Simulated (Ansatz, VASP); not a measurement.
## Two plane-wave programs on Ba2IrO4

The input INCAR:

```
SYSTEM = Ba2IrO4
PREC = Accurate ; ENCUT = 700
EDIFF = 1E-6 ; ISMEAR = -1
SIGMA = 0.1 ; LREAL = .False.
LASPH = .True. ; NELM = 120
ALGO = Normal ; ISIF = 2
LWAVE = .False. ; LCHARG = .True.
GGA = CA ; LELF = .True.
LVHAR = .True. ; NBANDS = 40
GGA_COMPAT = .False.
```

Contents of KPOINTS:

```
regular mesh
0
Gamma
  9 9 9
  0 0 0
```

The input POSCAR:

```
Ba2IrO4
1.0
   -1.9469479636      1.9469479636      6.4865274682
    1.9469479636     -1.9469479636      6.4865274682
    1.9469479636      1.9469479636     -6.4865274682
Ba Ir O
2 1 4
Direct
    0.3549070000      0.3549070000      0.0000000000
    0.6450930000      0.6450930000      0.0000000000
    0.0000000000      0.0000000000      0.0000000000
    0.5000000000      0.0000000000      0.5000000000
    0.1542060000      0.1542060000      0.0000000000
    0.8457940000      0.8457940000      0.0000000000
    0.0000000000      0.5000000000      0.5000000000
```

Input for Ansatz:

```yaml
crystal:
  lattice:
    - [-1.9469479636326366, 1.9469479636326366, 6.486527468214924]
    - [1.9469479636326366, -1.9469479636326366, 6.486527468214924]
    - [1.9469479636326366, 1.9469479636326366, -6.486527468214924]
  atoms:
    - { symbol: Ba, position: [0.354907, 0.354907, 0.0] }
    - { symbol: Ba, position: [0.645093, 0.645093, 0.0] }
    - { symbol: Ir, position: [0.0, 0.0, 0.0] }
    - { symbol: O, position: [0.5, 0.0, 0.5] }
    - { symbol: O, position: [0.154206, 0.154206, 0.0] }
    - { symbol: O, position: [0.845794, 0.845794, 0.0] }
    - { symbol: O, position: [0.0, 0.5, 0.5] }
basis:
  ecutwfc: 510.0
kpoints:
  mp_grid:
    grid: [9, 9, 9]
hamiltonian:
  xc: lda
scf:
  occupations:
    method: fermi_dirac
output:
  stress: true
```

Alike in both runs: task single point; functional LDA; k mesh 9 × 9 × 9; no spin polarisation.

```csv
,VASP,Ansatz
version,VASP 6.6.1,Ansatz 0.2.0
potentials or method,"VASP PAW LDA potentials, release 64 (Ba_sv, Ir_sv_GW, O), cutoff 700 eV","plane waves, PAW"
occupations,"fermi-dirac, width 0.1 eV",fermi-dirac
valence electrons in the cell,61,61
```

|  | VASP | Ansatz | Ansatz less VASP |
| --- | --- | --- | --- |
| pressure (GPa) | 9.3 | 6.6 | -2.70 |
| traceless stress, the component that is largest in VASP (GPa) | -0.37 | -0.56 | -0.194 |

LDA's correlation is that of Perdew and Zunger in VASP and of Perdew and Wang (1992) in Ansatz.

Spin-orbit coupling is off throughout.
